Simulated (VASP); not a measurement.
# HgTe (Coloradoite) (F-43m) in VASP: a series of runs

The runs below take HgTe (Coloradoite) through single point, with PBE+D3(BJ).

Everything below comes from runs of VASP 6.6.1. Logs are shortened: lines on timing, memory, paths and dates and some standing lists are left out, and cuts for length are marked.

## Step 1: The cell of the first run

The structure is cubic, space group F-43m (No. 216). The conventional cell has a = 6.365 Å, b = 6.365 Å, c = 6.365 Å, α = 90.00°, β = 90.00°, γ = 90.00°. Within 3.6 Å of Hg (site symmetry -43m) lie 4 Te at 2.76 Å. Within 3.6 Å of Te (site symmetry -43m) lie 4 Hg at 2.76 Å.

## Step 2: Single point, PBE+D3(BJ) (volume scaled by 0.920)

Contents of INCAR:

```
SYSTEM = HgTe
PREC     = Accurate       ! precision mode
ENCUT    = 520            ! plane-wave cutoff, eV
EDIFF    = 1E-7           ! SCF threshold, eV
ISMEAR   = 0              ! smearing method
SIGMA    = 0.05           ! smearing width, eV
LREAL    = .FALSE.        ! projectors in reciprocal space
LASPH    = .TRUE.         ! aspherical terms in the spheres
NELM     = 80             ! most SCF steps
ALGO     = Normal         ! electronic algorithm
ISIF     = 2              ! what is computed and relaxed
LWAVE    = .FALSE.        ! write WAVECAR
LCHARG   = .FALSE.        ! write CHGCAR
GGA      = PE             ! functional
IVDW     = 12             ! dispersion correction
NBANDS   = 16             ! bands
```

Contents of KPOINTS:

```
regular mesh
0
G
  10 10 10
  0 0 0
```

Contents of POSCAR:

```
HgTe
1.0
    0.0000000000      3.1825812299      3.1825812299
    3.1825812299      0.0000000000      3.1825812299
    3.1825812299      3.1825812299      0.0000000000
Hg Te
1 1
Direct
    0.0000000000      0.0000000000      0.0000000000
    0.2500000000      0.2500000000      0.2500000000
```

Potentials or basis: VASP PAW PBE potentials, release 64 (Hg, Te).

Launch:

```
$ cat potpaw_PBE.64/Hg/POTCAR potpaw_PBE.64/Te/POTCAR > POTCAR
$ mpirun -np 1 vasp_std > vasp.out
```

OUTCAR:

```text
SYSTEM = HgTe
   PREC = Accurate
   ENCUT = 520
   EDIFF = 1E-7
   ISMEAR = 0
   LREAL = .FALSE.
   LASPH = .TRUE.
   NELM = 80
   ISIF = 2
   GGA = PE
   IVDW = 12
 IVDW          = 12

 ion  position               nearest neighbor table
   1  0.000  0.000  0.000-   2 2.76   2 2.76   2 2.76   2 2.76
   2  0.250  0.250  0.250-   1 2.76   1 2.76   1 2.76   1 2.76

  LATTYP: Found a face centered cubic cell.
 ALAT       =     6.3651624598

  Lattice vectors:

 A1 = (   0.0000000000,   3.1825812299,   3.1825812299)
 A2 = (   3.1825812299,   0.0000000000,   3.1825812299)
 A3 = (   3.1825812299,   3.1825812299,   0.0000000000)

Analysis of symmetry for initial positions (statically):
=====================================================================
 Subroutine PRICEL returns:
 Original cell was already a primitive cell.

 Routine SETGRP: Setting up the symmetry group for a
 face centered cubic supercell.

 Subroutine GETGRP returns: Found 24 space group operations
 (whereof 24 operations were pure point group operations)
 out of a pool of 48 trial point group operations.

The static configuration has the point symmetry T_d .

Analysis of symmetry for dynamics (positions and initial velocities):
=====================================================================
 Subroutine PRICEL returns:
 Original cell was already a primitive cell.

 Routine SETGRP: Setting up the symmetry group for a
 face centered cubic supercell.

 Subroutine GETGRP returns: Found 24 space group operations
 (whereof 24 operations were pure point group operations)
 out of a pool of 48 trial point group operations.

The dynamic configuration has the point symmetry T_d .

 Subroutine INISYM returns: Found 24 space group operations
 (whereof 24 operations are pure point group operations),
 and found     1 'primitive' translations

----------------------------------------------------------------------------------------

                                     Primitive cell

  volume of cell :      64.4716

  direct lattice vectors                    reciprocal lattice vectors
     0.000000000  3.182581230  3.182581230    -0.157105181  0.157105181  0.157105181
     3.182581230  0.000000000  3.182581230     0.157105181 -0.157105181  0.157105181
     3.182581230  3.182581230  0.000000000     0.157105181  0.157105181 -0.157105181

  length of vectors
     4.500849539  4.500849539  4.500849539     0.272114156  0.272114156  0.272114156

  position of ions in fractional coordinates (direct lattice)
[... 79 lines left out ...]
   EDIFF  = 0.1E-06   stopping-criterion for ELM
   LREAL  =      F    real-space projection
   EDIFFG = 0.1E-05   stopping-criterion for IOM
   NSW    =      0    number of steps for IOM
   IBRION =     -1    ionic relax: 0-MD 1-quasi-New 2-CG
   NFREE  =      0    steps in history (QN), initial steepest desc. (CG)
   ISIF   =      2    stress and relaxation
   ISYM   =      2    0-nonsym 1-usesym 2-fastsym
   POTIM  = 0.5000    time-step for ionic-motion
   TEBEG  =    0.0;   TEEND  =   0.0 temperature during run
   PSTRESS=    0.0 pullay stress
   NELECT =      18.0000    total number of electrons
   NUPDOWN=      -1.0000    fix difference up-down
   EMIN   =  10.00;   EMAX   =-10.00  energy-range for DOS
   EFERMI =   0.00;   METHOD = LEGACY
   ISMEAR =     0;   SIGMA  =   0.05  broadening in eV -4-tet -1-fermi 0-gaus
   EFERMI_NEDOS =   21; number of points for ismear=-14 and -15
   IALGO  =     38    algorithm
   IMIX   =      4    mixing-type and parameters
     AMIX     =   0.40;   BMIX     =  1.00
     AMIX_MAG =   1.60;   BMIX_MAG =  1.00
  volume/ion in A,a.u.               =      32.24       217.54
  Fermi-wavevector in a.u.,A,eV,Ry     =   1.069981  2.021971 15.576764  1.144860
  Thomas-Fermi vector in A             =   2.205677
   LORBIT       =      0    0 simple, 1 ext, 2 COOP (PROOUT), +10 PAW based schemes
   GGA     = PE    functional components
   LHFCALC =     F    Hartree Fock is set to
   AEXX    =    0.0000 exact exchange contribution
   IVDW    =    12    specifies the selected vdW correction
   LEPSILON=     F    determine dielectric tensor
   LRPA    =     F    only Hartree local field effects (RPA)
 non-spin polarized calculation
 Gauss-broadening in eV      SIGMA  =   0.05
  energy-cutoff  :      520.00
  volume of cell :       64.47
 maximum number of plane-waves:      1807
 NGX is ok and might be reduce to    36
   NGX = 17   NGY = 17   NGZ = 17

 number of electron      17.9999998 magnetization

 Free energy of the ion-electron system (eV)
  ---------------------------------------------------
  ext. energy  EPLUGINS =         0.00000000
  ---------------------------------------------------
  free energy    TOTEN  =        -3.48887480 eV

  energy without entropy =       -3.48879758  energy(sigma->0) =       -3.48883619

 E-fermi :   3.6198     XC(G=0):  -8.9568

 val. band max:        3.6045155277   @ k =   0.0000   0.0000   0.0000
 cond. band min:       4.2030366546   @ k =   0.1000   0.0000   0.0000
 fundamental gap:      0.5985211269
 Fermi energy:         3.6197552842

 k-point     1 :       0.0000    0.0000    0.0000
  band No.  band energies     occupation
      1      -8.7311      2.00000
      2      -4.0353      2.00000
      3      -4.0353      2.00000
      4      -4.0353      2.00000
      5      -3.4473      2.00000
      6      -3.4473      2.00000
[... 433 lines left out ...]
      3      -3.7565      2.00000
      4      -3.7309      2.00000
      5      -3.3954      2.00000
      6      -3.3489      2.00000
[... 8 lines left out ...]
     15      13.8865      0.00000
     16      15.1787      0.00000

 [... further k-points ...]

------------------------ aborting loop because EDIFF is reached ----------------------------------------

 Edisp (eV)   -0.76000

 E8    (eV) :    -0.3460

  FORCE on cell =-STRESS in cart. coord.  units (eV):
  Direction    XX          YY          ZZ          XY          YZ          ZX
  --------------------------------------------------------------------------------------
  -------------------------------------------------------------------------------------
  Total       1.71399     1.71399     1.71399     0.00000     0.00000    -0.00000
  in kB      42.59409    42.59409    42.59409     0.00000     0.00000    -0.00000
  external pressure =       42.59 kB  Pullay stress =        0.00 kB

 VOLUME and BASIS-vectors are now :
 -----------------------------------------------------------------------------
  energy-cutoff  :      520.00
  volume of cell :       64.47
      direct lattice vectors                 reciprocal lattice vectors
     0.000000000  3.182581230  3.182581230    -0.157105181  0.157105181  0.157105181
     3.182581230  0.000000000  3.182581230     0.157105181 -0.157105181  0.157105181
     3.182581230  3.182581230  0.000000000     0.157105181  0.157105181 -0.157105181

 POSITION                                       TOTAL-FORCE (eV/Angst)
 -----------------------------------------------------------------------------------
      0.00000      0.00000      0.00000        -0.000000     -0.000000     -0.000000
      1.59129      1.59129      1.59129         0.000000      0.000000      0.000000
 -----------------------------------------------------------------------------------
    total drift:                                0.000000      0.000000      0.000000

  FREE ENERGIE OF THE ION-ELECTRON SYSTEM (eV)
  ---------------------------------------------------
  free  energy   TOTEN  =        -4.2488791218 eV

  energy  without entropy=       -4.2488018953  energy(sigma->0) =       -4.24884051
```

OSZICAR:

```text
N       E                     dE             d eps       ncg     rms          rms(c)
DAV:   1     0.106109268308E+03    0.10611E+03   -0.81273E+03  1528   0.977E+02
DAV:   2    -0.148072745876E+00   -0.10626E+03   -0.10020E+03  1800   0.232E+02
DAV:   3    -0.367625953557E+01   -0.35282E+01   -0.35212E+01  1808   0.432E+01
DAV:   4    -0.370925367116E+01   -0.32994E-01   -0.32992E-01  2288   0.383E+00
DAV:   5    -0.370933718229E+01   -0.83511E-04   -0.83511E-04  1864   0.174E-01    0.852E+00
DAV:   6    -0.349872028122E+01    0.21062E+00   -0.40912E-01  1800   0.888E+00    0.662E+00
DAV:   7    -0.348984554669E+01    0.88747E-02   -0.10835E-01  1712   0.231E+00    0.227E+00
DAV:   8    -0.348882295779E+01    0.10226E-02   -0.12498E-02  1672   0.131E+00    0.591E-01
DAV:   9    -0.348883270136E+01   -0.97436E-05   -0.76064E-04  1912   0.321E-01    0.150E-01
DAV:  10    -0.348886191418E+01   -0.29213E-04   -0.86337E-05  1864   0.811E-02    0.515E-02
DAV:  11    -0.348887775873E+01   -0.15845E-04   -0.40649E-05  1760   0.525E-02    0.476E-02
DAV:  12    -0.348887522700E+01    0.25317E-05   -0.50043E-06  1720   0.227E-02    0.224E-02
DAV:  13    -0.348887490179E+01    0.32520E-06   -0.10244E-06  1848   0.541E-03    0.491E-03
DAV:  14    -0.348887480437E+01    0.97417E-07   -0.30935E-07  1680   0.554E-03
   1 F= -.42488791E+01 E0= -.42488405E+01  d E =-.772265E-04
```

It took 20 s on 1 thread of Intel Xeon 6975P-C (Granite Rapids), shared host; peak memory 0.23 GiB.

Results:

```yaml
Free_energy: -4.2489 eV
Pressure: 4.3 GPa
Band_gap_on_the_k_mesh: zero (filled and empty bands touch)
Dispersion_energy_per_atom: -0.380 eV
```

Caveat: spin-orbit coupling is left out, which moves the levels of the heavy elements; pairwise dispersion overbinds metals, which lowers pressure and volume.

## Step 3: Single point, PBE+D3(BJ) (volume scaled by 0.960)

Contents of INCAR:

```
SYSTEM = HgTe
PREC     = Accurate       ! precision mode
ENCUT    = 520            ! plane-wave cutoff, eV
EDIFF    = 1E-6           ! SCF threshold, eV
ISMEAR   = 0              ! smearing method
SIGMA    = 0.05           ! smearing width, eV
LREAL    = .False.        ! projectors in reciprocal space
LASPH    = .True.         ! aspherical terms in the spheres
NELM     = 100            ! most SCF steps
ALGO     = Normal         ! electronic algorithm
ISIF     = 2              ! what is computed and relaxed
LWAVE    = .False.        ! write WAVECAR
LCHARG   = .False.        ! write CHGCAR
GGA      = PE             ! functional
IVDW     = 12             ! dispersion correction
NBANDS   = 16             ! bands
```

Contents of KPOINTS:

```
regular mesh
0
Gamma
  10 10 10
  0 0 0
```

Contents of POSCAR:

```
HgTe
1.0
    0.0000000000      3.2280528195      3.2280528195
    3.2280528195      0.0000000000      3.2280528195
    3.2280528195      3.2280528195      0.0000000000
Hg Te
1 1
Direct
    0.0000000000      0.0000000000      0.0000000000
    0.2500000000      0.2500000000      0.2500000000
```

Potentials or basis: VASP PAW PBE potentials, release 64 (Hg, Te).

Launch:

```
$ cat potpaw_PBE.64/Hg/POTCAR potpaw_PBE.64/Te/POTCAR > POTCAR
$ mpirun -np 1 vasp_std > vasp.out
```

Wall time 19 s (1 thread of Intel Xeon 6975P-C (Granite Rapids), shared host); peak memory 0.24 GiB.

The run converged. Its results:

| Item | Value |
| --- | --- |
| Free energy | -4.3026 eV |
| Pressure | 1.9 GPa |
| Band gap on the k mesh | zero (filled and empty bands touch) |
| Dispersion energy per atom | -0.362 eV |

Levels at points of the mesh, in eV from the Fermi level:
| k point | band 5 | band 6 | band 7 | band 8 | band 9 | band 10 | band 11 | band 12 | band 13 | band 14 |
| --- | --- | --- | --- | --- | --- | --- | --- | --- | --- | --- |
| (0.00, 0.00, 0.00) | -6.86 | -6.86 | -0.73 | -0.02 | -0.02 | -0.02 | 4.21 | 4.21 | 4.21 | 6.46 |
| (0.50, 0.00, 0.00) | -6.84 | -6.55 | -5.53 | -1.01 | -1.01 | 0.69 | 5.01 | 5.01 | 6.85 | 7.89 |
| (0.50, 0.50, 0.00) | -6.79 | -6.40 | -5.47 | -2.30 | -2.30 | 1.88 | 2.46 | 8.22 | 8.86 | 8.86 |

Caveat: spin-orbit coupling is left out, which moves the levels of the heavy elements; pairwise dispersion overbinds metals, which lowers pressure and volume.
